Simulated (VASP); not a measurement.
# InSe (R3m) in VASP: notebook

Runs on InSe. Level: PBE. Tasks: single point.

Program: VASP 6.6.1. These are calculated values, not measurements. Logs are shortened: lines on timing, memory, paths and dates and some standing lists are left out, and cuts for length are marked.

### 1 The cell of the first run

It takes space group R3m (No. 160, trigonal). Conventional cell: a = 4.000 Å, b = 4.000 Å, c = 24.202 Å, α = 90.00°, β = 90.00°, γ = 120.00°. In (site symmetry 3m) has 3 Se at 2.62 Å and 1 In at 2.72 Å within 3.5 Å. In (site symmetry 3m) has 3 Se at 2.62 Å and 1 In at 2.72 Å within 3.5 Å. Se (site symmetry 3m) has 3 In at 2.62 Å within 3.5 Å. Within 3.5 Å of Se (site symmetry 3m) lie 3 In at 2.62 Å.

### 2 Single point, PBE (zz strain of -3 %)

INCAR reads:

```
  PREC = Accurate
  ENCUT = 520
  EDIFF = 1E-6
  ISMEAR = -1
  SIGMA = 0.01
  LREAL = False
  LASPH = True
  NELM = 60
  ALGO = Normal
  ISIF = 2
  LWAVE = False
  LCHARG = True
  GGA = PE
  LELF = True
  LVHAR = True
  NBANDS = 27
```

KPOINTS reads:

```
regular mesh
0
Gamma
  7 7 7
```

POSCAR reads:

```
InSe
1.0
    1.9999996503      1.1547003365      8.0671699000
   -1.9999996503      1.1547003365      8.0671699000
    0.0000000000     -2.3094006730      8.0671699000
In Se
2 2
Direct
    0.0000000000      0.0000000000      0.0000000000
    0.1122000000      0.1122000000      0.1122000000
    0.6155000000      0.6155000000      0.6155000000
    0.8300000000      0.8300000000      0.8300000000
```

Potentials or basis: VASP PAW PBE potentials, release 64 (In_d, Se).

The run is started by

```sh
$ cat potpaw_PBE.64/In_d/POTCAR potpaw_PBE.64/Se/POTCAR > POTCAR
$ mpirun -np 1 vasp_std > vasp.out
```

OUTCAR:

```text
PREC = Accurate
   ENCUT = 520
   EDIFF = 1E-6
   ISMEAR = -1
   LREAL = False
   LASPH = True
   NELM = 60
   ISIF = 2
   GGA = PE

 ion  position               nearest neighbor table
   1  0.000  0.000  0.000-   3 2.62   3 2.62   3 2.62   2 2.72
   2  0.112  0.112  0.112-   4 2.62   4 2.62   4 2.62   1 2.72
   3  0.615  0.615  0.615-   1 2.62   1 2.62   1 2.62
   4  0.830  0.830  0.830-   2 2.62   2 2.62   2 2.62

  LATTYP: Found a trigonal (rhomboedric) cell.
 ALAT       =     8.3912193193
 COS(alpha) =     0.8863839489

  Lattice vectors:

 A1 = (   1.9999996503,   1.1547003365,   8.0671699000)
 A2 = (  -1.9999996503,   1.1547003365,   8.0671699000)
 A3 = (   0.0000000000,  -2.3094006730,   8.0671699000)

Analysis of symmetry for initial positions (statically):
=====================================================================
 Subroutine PRICEL returns:
 Original cell was already a primitive cell.

 Routine SETGRP: Setting up the symmetry group for a
 trigonal (rhombohedral) supercell.

 Subroutine GETGRP returns: Found  6 space group operations
 (whereof  6 operations were pure point group operations)
 out of a pool of 12 trial point group operations.

The static configuration has the point symmetry C_3v.

Analysis of symmetry for dynamics (positions and initial velocities):
=====================================================================
 Subroutine PRICEL returns:
 Original cell was already a primitive cell.

 Routine SETGRP: Setting up the symmetry group for a
 trigonal (rhombohedral) supercell.

 Subroutine GETGRP returns: Found  6 space group operations
 (whereof  6 operations were pure point group operations)
 out of a pool of 12 trial point group operations.

The dynamic configuration has the point symmetry C_3v.

 Subroutine INISYM returns: Found  6 space group operations
 (whereof  6 operations are pure point group operations),
 and found     1 'primitive' translations

----------------------------------------------------------------------------------------

                                     Primitive cell

  volume of cell :     111.7819

  direct lattice vectors                    reciprocal lattice vectors
     1.999999650  1.154700336  8.067169900     0.250000044  0.144337593  0.041319736
    -1.999999650  1.154700336  8.067169900    -0.250000044  0.144337593  0.041319736
     0.000000000 -2.309400673  8.067169900     0.000000000 -0.288675185  0.041319736

  length of vectors
     8.391219319  8.391219319  8.391219319     0.291617357  0.291617357  0.291617357

  position of ions in fractional coordinates (direct lattice)
     0.000000000  0.000000000  0.000000000
     0.112200000  0.112200000  0.112200000
     0.615500000  0.615500000  0.615500000
     0.830000000  0.830000000  0.830000000

  ion indices of the primitive-cell ions
   primitive index   ion index
                 1           1
                 2           2
                 3           3
                 4           4

----------------------------------------------------------------------------------------

 KPOINTS: regular mesh

Automatic generation of k-mesh.
 Grid dimensions read from file:
 generate k-points for:    7    7    7

 Generating k-lattice:

  Cartesian coordinates                     Fractional coordinates (reciprocal lattice)
     0.035714292  0.020619656  0.005902819     0.142857143 -0.000000000 -0.000000000
    -0.035714292  0.020619656  0.005902819    -0.000000000  0.142857143 -0.000000000
     0.000000000 -0.041239312  0.005902819    -0.000000000 -0.000000000  0.142857143

  Length of vectors
     0.041659622  0.041659622  0.041659622

  Shift w.r.t. Gamma in fractional coordinates (k-lattice)
     0.000000000  0.000000000  0.000000000

 Subroutine IBZKPT returns following result:
 ===========================================

 Found     44 irreducible k-points:

 Following reciprocal coordinates:
            Coordinates               Weight
  0.000000  0.000000  0.000000      1.000000
  0.142857 -0.000000 -0.000000      6.000000
  0.285714 -0.000000 -0.000000      6.000000
  0.428571 -0.000000  0.000000      6.000000
  0.142857  0.142857 -0.000000      6.000000
  0.285714  0.142857  0.000000     12.000000
[... 16 lines left out ...]
  0.285714  0.285714  0.142857      6.000000
  0.428571  0.285714  0.142857     12.000000
 [... further k-points ...]
   k-points           NKPTS =     44   k-points in BZ     NKDIM =     44   number of bands    NBANDS=     27
   number of dos      NEDOS =    301   number of ions     NIONS =      4
   total plane-waves  NPLWV = 262144
   dimension x,y,z NGX =    64 NGY =   64 NGZ =   64
   dimension x,y,z NGXF=   128 NGYF=  128 NGZF=  128
   ions per type =               2   2
   NGX,Y,Z   is equivalent  to a cutoff of  12.68, 12.68, 12.68 a.u.
   NGXF,Y,Z  is equivalent  to a cutoff of  25.36, 25.36, 25.36 a.u.
 SYSTEM =  unknown system
   PREC   = accura    normal or accurate (medium, high low for compatibility)
   ISTART =      0    job   : 0-new  1-cont  2-samecut
   ICHARG =      2    charge: 1-file 2-atom 10-const
   ISPIN  =      1    spin polarized calculation?
   LNONCOLLINEAR =      F non collinear calculations
   LSORBIT =      F    spin-orbit coupling
   LASPH  =      T    aspherical Exc in radial PAW
   ENCUT  =  520.0 eV  38.22 Ry    6.18 a.u.  15.60 15.60 15.60*2*pi/ulx,y,z
   NELM   =     60;   NELMIN=  2; NELMDL= -5     # of ELM steps
   EDIFF  = 0.1E-05   stopping-criterion for ELM
   LREAL  =      F    real-space projection
   EDIFFG = 0.1E-04   stopping-criterion for IOM
   NSW    =      0    number of steps for IOM
   IBRION =     -1    ionic relax: 0-MD 1-quasi-New 2-CG
   NFREE  =      0    steps in history (QN), initial steepest desc. (CG)
   ISIF   =      2    stress and relaxation
   ISYM   =      2    0-nonsym 1-usesym 2-fastsym
   POTIM  = 0.5000    time-step for ionic-motion
   TEBEG  =    0.0;   TEEND  =   0.0 temperature during run
   PSTRESS=    0.0 pullay stress
   NELECT =      38.0000    total number of electrons
   NUPDOWN=      -1.0000    fix difference up-down
   EMIN   =  10.00;   EMAX   =-10.00  energy-range for DOS
   EFERMI =   0.00;   METHOD = LEGACY
   ISMEAR =    -1;   SIGMA  =   0.01  broadening in eV -4-tet -1-fermi 0-gaus
   EFERMI_NEDOS =   21; number of points for ismear=-14 and -15
   IALGO  =     38    algorithm
   IMIX   =      4    mixing-type and parameters
     AMIX     =   0.40;   BMIX     =  1.00
     AMIX_MAG =   1.60;   BMIX_MAG =  1.00
  volume/ion in A,a.u.               =      27.95       188.59
  Fermi-wavevector in a.u.,A,eV,Ry     =   1.142559  2.159124 17.761618  1.305442
  Thomas-Fermi vector in A             =   2.279257
   LORBIT       =      0    0 simple, 1 ext, 2 COOP (PROOUT), +10 PAW based schemes
   GGA     = PE    functional components
   LHFCALC =     F    Hartree Fock is set to
   AEXX    =    0.0000 exact exchange contribution
   IVDW    =     0    specifies the selected vdW correction
   LEPSILON=     F    determine dielectric tensor
   LRPA    =     F    only Hartree local field effects (RPA)
 non-spin polarized calculation
  energy-cutoff  :      520.00
  volume of cell :      111.78
 maximum number of plane-waves:      3033
   NGX = 31   NGY = 31   NGZ = 31

 number of electron      38.0000005 magnetization

 Free energy of the ion-electron system (eV)
  ---------------------------------------------------
  ext. energy  EPLUGINS =         0.00000000
  ---------------------------------------------------
  free energy    TOTEN  =       -14.03437326 eV

  energy without entropy =      -14.03437326  energy(sigma->0) =      -14.03437326

 E-fermi :   4.7288     XC(G=0):  -9.1231

 val. band max:        4.5060278120   @ k =   0.4286   0.4286   0.4286
 cond. band min:       5.2062916609   @ k =   0.4286   0.4286   0.4286
 fundamental gap:      0.7002638489
 Fermi energy:         4.7288256029

 k-point     1 :       0.0000    0.0000    0.0000
  band No.  band energies     occupation
      1     -10.3850      2.00000
      2     -10.1495      2.00000
      3     -10.1495      2.00000
      4     -10.0384      2.00000
      5     -10.0384      2.00000
      6     -10.0366      2.00000
[... 19 lines left out ...]
     26       9.9795      0.00000
     27      12.1271      0.00000

 k-point     2 :       0.1429   -0.0000   -0.0000
  band No.  band energies     occupation
      1     -10.3858      2.00000
      2     -10.2311      2.00000
      3     -10.1478      2.00000
      4     -10.1280      2.00000
      5     -10.0441      2.00000
      6     -10.0245      2.00000
[... 19 lines left out ...]
     26      10.4587      0.00000
     27      11.6045      0.00000

 k-point     3 :       0.2857   -0.0000   -0.0000
  band No.  band energies     occupation
      1     -10.4281      2.00000
      2     -10.3115      2.00000
      3     -10.2684      2.00000
      4     -10.1476      2.00000
      5     -10.0584      2.00000
      6      -9.9924      2.00000
[... 19 lines left out ...]
     26      11.1446      0.00000
     27      11.6332      0.00000

 k-point     4 :       0.4286   -0.0000    0.0000
  band No.  band energies     occupation
      1     -10.4923      2.00000
      2     -10.3547      2.00000
      3     -10.3160      2.00000
      4     -10.1497      2.00000
      5     -10.0694      2.00000
      6      -9.9641      2.00000
[... 19 lines left out ...]
     26      11.1973      0.00000
     27      11.7980      0.00000

 k-point     5 :       0.1429    0.1429   -0.0000
  band No.  band energies     occupation
      1     -10.3857      2.00000
      2     -10.2302      2.00000
      3     -10.1480      2.00000
      4     -10.1292      2.00000
      5     -10.0441      2.00000
      6     -10.0245      2.00000
[... 19 lines left out ...]
     26      10.3883      0.00000
     27      11.6758      0.00000

 k-point     6 :       0.2857    0.1429    0.0000
  band No.  band energies     occupation
      1     -10.4059      2.00000
      2     -10.2999      2.00000
      3     -10.2349      2.00000
      4     -10.1503      2.00000
      5     -10.0504      2.00000
      6     -10.0062      2.00000
[... 444 lines left out ...]
      1     -10.4916      2.00000
      2     -10.3553      2.00000
      3     -10.3160      2.00000
      4     -10.1500      2.00000
      5     -10.0694      2.00000
      6      -9.9640      2.00000
[... 19 lines left out ...]
     26      11.2510      0.00000
     27      12.0516      0.00000

 k-point    22 :      -0.1429    0.1429    0.1429
  band No.  band energies     occupation
      1     -10.4280      2.00000
      2     -10.3115      2.00000
      3     -10.2683      2.00000
      4     -10.1478      2.00000
      5     -10.0584      2.00000
      6      -9.9924      2.00000
[... 19 lines left out ...]
     26      11.1378      0.00000
     27      11.4914      0.00000

 k-point    23 :       0.2857    0.2857    0.1429
  band No.  band energies     occupation
      1     -10.3853      2.00000
      2     -10.2254      2.00000
      3     -10.1482      2.00000
      4     -10.1356      2.00000
      5     -10.0441      2.00000
      6     -10.0245      2.00000
[... 19 lines left out ...]
     26      10.4422      0.00000
     27      11.8658      0.00000

 k-point    24 :       0.4286    0.2857    0.1429
  band No.  band energies     occupation
      1     -10.4026      2.00000
      2     -10.2951      2.00000
      3     -10.2439      2.00000
      4     -10.1505      2.00000
      5     -10.0504      2.00000
      6     -10.0061      2.00000
[... 19 lines left out ...]
     26      11.1441      0.00000
     27      11.8025      0.00000

 [... further k-points ...]

------------------------ aborting loop because EDIFF is reached ----------------------------------------

  FORCE on cell =-STRESS in cart. coord.  units (eV):
  Direction    XX          YY          ZZ          XY          YZ          ZX
  --------------------------------------------------------------------------------------
  -------------------------------------------------------------------------------------
  Total        3.0119646      3.0119646      3.9914018      0.0000000      0.0000000      0.0000000
  in kB       43.1706687     43.1706687     57.2090012      0.0000000      0.0000000      0.0000000
  external PRESSURE =      47.8501128 kB  Pullay stress =       0.0000000 kB

 VOLUME and BASIS-vectors are now :
 -----------------------------------------------------------------------------
  energy-cutoff  :      520.00
  volume of cell :      111.78
      direct lattice vectors                 reciprocal lattice vectors
     1.999999650  1.154700336  8.067169900     0.250000044  0.144337593  0.041319736
    -1.999999650  1.154700336  8.067169900    -0.250000044  0.144337593  0.041319736
     0.000000000 -2.309400673  8.067169900     0.000000000 -0.288675185  0.041319736

 POSITION                                       TOTAL-FORCE (eV/Angst)
 -----------------------------------------------------------------------------------
      0.00000      0.00000      0.00000         0.000000      0.000000      0.009378
      0.00000      0.00000      2.71541         0.000000      0.000000     -0.005586
      0.00000      0.00000     14.89603         0.000000      0.000000     -0.409670
      0.00000      0.00000     20.08725         0.000000     -0.000000      0.405878
 -----------------------------------------------------------------------------------
    total drift:                               -0.000000     -0.000000     -0.000169

  FREE ENERGIE OF THE ION-ELECTRON SYSTEM (eV)
  ---------------------------------------------------
  free  energy   TOTEN  =       -14.0343732639 eV

  energy  without entropy=      -14.0343732639  energy(sigma->0) =      -14.03437326
```

Wall time 4.7 min (1 thread of Intel Xeon Platinum 8488C (Sapphire Rapids), shared host); peak memory 0.57 GiB.

What came out:

```yaml
Free_energy: -14.0344 eV
Pressure: 4.8 GPa
Largest_force: 0.410 eV/Å
Band_gap_on_the_k_mesh: 0.70 eV
```

Forces on the atoms (eV/Å):
```
In   0.000  0.000  0.009
In   0.000  0.000 -0.006
Se   0.000  0.000 -0.410
Se   0.000  0.000  0.406
```

Caveat: the cell differs from its parent crystal (zz strain of -3 %); the cell stands under pressure; spin-orbit coupling is left out, which moves the levels of the heavy elements; an odd mesh through Γ misses points on the zone boundary, where band edges can lie.

### 3 Single point, PBE (zz strain of -1 %)

INCAR reads:

```
  ALGO = Normal
  EDIFF = 1E-7
  ENCUT = 520
  GGA = PE
  ISIF = 2
  ISMEAR = -1
  LASPH = T
  LCHARG = F
  LREAL = F
  LWAVE = F
  NBANDS = 27
  NELM = 80
  PREC = Accurate
  SIGMA = 0.01
```

KPOINTS reads:

```
k-points
0
Gamma
  7 7 7
```

POSCAR reads:

```
InSe
1.0
    1.9999996503      1.1547003365      8.2335033000
   -1.9999996503      1.1547003365      8.2335033000
    0.0000000000     -2.3094006730      8.2335033000
In Se
2 2
Direct
    0.0000000000      0.0000000000      0.0000000000
    0.1122000000      0.1122000000      0.1122000000
    0.6155000000      0.6155000000      0.6155000000
    0.8300000000      0.8300000000      0.8300000000
```

Potentials or basis: VASP PAW PBE potentials, release 64 (In_d, Se).

The run is started by

```sh
$ cat potpaw_PBE.64/In_d/POTCAR potpaw_PBE.64/Se/POTCAR > POTCAR
$ mpirun -np 1 vasp_std > vasp.out
```

Wall time 4.9 min (1 thread of Intel Xeon Platinum 8488C (Sapphire Rapids), shared host); peak memory 0.57 GiB.

Results (log left out):

```
Free energy            : -14.1006 eV
Pressure               : 3.5 GPa
Largest force          : 0.258 eV/Å
Band gap on the k mesh : 0.72 eV
```

Forces in eV/Å, atoms in the order of the input:
```
In   0.000  0.000  0.172
In   0.000  0.000 -0.168
Se   0.000  0.000 -0.258
Se   0.000  0.000  0.254
```

Levels at points of the mesh, in eV from the valence-band top:
| k point | band 15 | band 16 | band 17 | band 18 | band 19 | band 20 | band 21 | band 22 | band 23 | band 24 |
| --- | --- | --- | --- | --- | --- | --- | --- | --- | --- | --- |
| (0.00, 0.00, 0.00) | -1.47 | -1.26 | -1.26 | -1.12 | -1.12 | 1.90 | 2.22 | 4.44 | 4.44 | 5.34 |

Caveat: the cell differs from its parent crystal (zz strain of -1 %); the cell stands under pressure; spin-orbit coupling is left out, which moves the levels of the heavy elements; an odd mesh through Γ misses points on the zone boundary, where band edges can lie.

(Part 1 of 2 ends here.)
